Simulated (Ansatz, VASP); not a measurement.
This is a calculation of InSb3 for VASP 6.6.1.

INCAR

```
PREC     = Accurate       # precision mode
ENCUT    = 600            # plane-wave cutoff, eV
EDIFF    = 1E-7           # SCF threshold, eV
ISMEAR   = -1             # smearing method
SIGMA    = 0.05           # smearing width, eV
LREAL    = False          # projectors in reciprocal space
LASPH    = True           # aspherical terms in the spheres
NELM     = 100            # most SCF steps
ALGO     = Normal         # electronic algorithm
ISIF     = 3              # what is computed and relaxed
LWAVE    = False          # write WAVECAR
LCHARG   = False          # write CHGCAR
GGA      = PS             # functional
IVDW     = 13             # dispersion correction
IBRION   = 2              # ionic algorithm
NSW      = 60             # ionic steps
EDIFFG   = -0.01          # ionic threshold
```

Contents of KPOINTS:

```
regular mesh
0
Gamma
  6 6 6
```

Contents of POSCAR:

```
InSb3
1.0
    4.8063670000      0.0000000000      0.0000000000
    0.0000000000      4.8063670000      0.0000000000
    0.0000000000      0.0000000000      4.8063670000
Sb In
3 1
Direct
    0.5000000000      0.5000000000      0.0000000000
    0.0000000000      0.5000000000      0.5000000000
    0.5000000000      0.0000000000      0.5000000000
    0.0000000000      0.0000000000      0.0000000000
```

Potentials or basis: VASP PAW PBE potentials, release 64 (Sb, In_d).

Run with:

```sh
$ cat potpaw_PBE.64/Sb/POTCAR potpaw_PBE.64/In_d/POTCAR > POTCAR
$ mpirun -np 1 vasp_std > vasp.out
```

Problem. Set up the same calculation for Ansatz 0.2.0. Potentials there: Ansatz PAW.

Solution. As run (the cutoff follows the program's own potentials):

input.yaml

```yaml
crystal:
  lattice:
    - [4.806367, 0.0, 0.0]
    - [0.0, 4.806367, 0.0]
    - [0.0, 0.0, 4.806367]
  atoms:
    - { symbol: Sb, position: [0.5, 0.5, 0.0] }
    - { symbol: Sb, position: [0.0, 0.5, 0.5] }
    - { symbol: Sb, position: [0.5, 0.0, 0.5] }
    - { symbol: In, position: [0.0, 0.0, 0.0] }
hamiltonian:
  xc: pbesol
  pseudopotentials: { kind: paw }
  dispersion: d4
kpoints:
  mp_grid: { grid: [6, 6, 6] }
scf:
  occupations: { method: fermi_dirac, width: 0.05 }
output:
  forces: true
  stress: true
  eigenvalues: true
relax:
  f_tol: 0.01
  max_steps: 40
  cell: { stress_tol: 0.05 }
```

Potentials or basis: Ansatz PAW.

Run with:

```bash
$ ansatz run input.yaml --threads 2 --pin off --max-ram 5632MiB --backend cpu --events-out ev --progress --plain --runs-dir out
```

Both were run:

|  | VASP | Ansatz | Ansatz less VASP |
| --- | --- | --- | --- |
| gap on the k mesh at the Fermi level, each at its own relaxed structure (eV) | none | none | - |
| relaxed volume (Å³/atom) | 25.63 | 25.63 | -0.002 |
| relaxed cell length with the largest relative difference (Å) | 4.681 | 4.680 | -0.0001 |

VASP's potentials were made for PBE, not for PBEsol. A gap of «none» marks a metal or a gap that the smearing closes. VASP's potentials hold 28 valence electrons a cell and Ansatz's 58, so a difference there can come from the potentials and not from the codes.

Neither program's run includes spin-orbit coupling. Noted on Ansatz's run: the plane-wave basis is chosen anew once the cell has moved, so the energies of steps on either side of that aren't comparable.
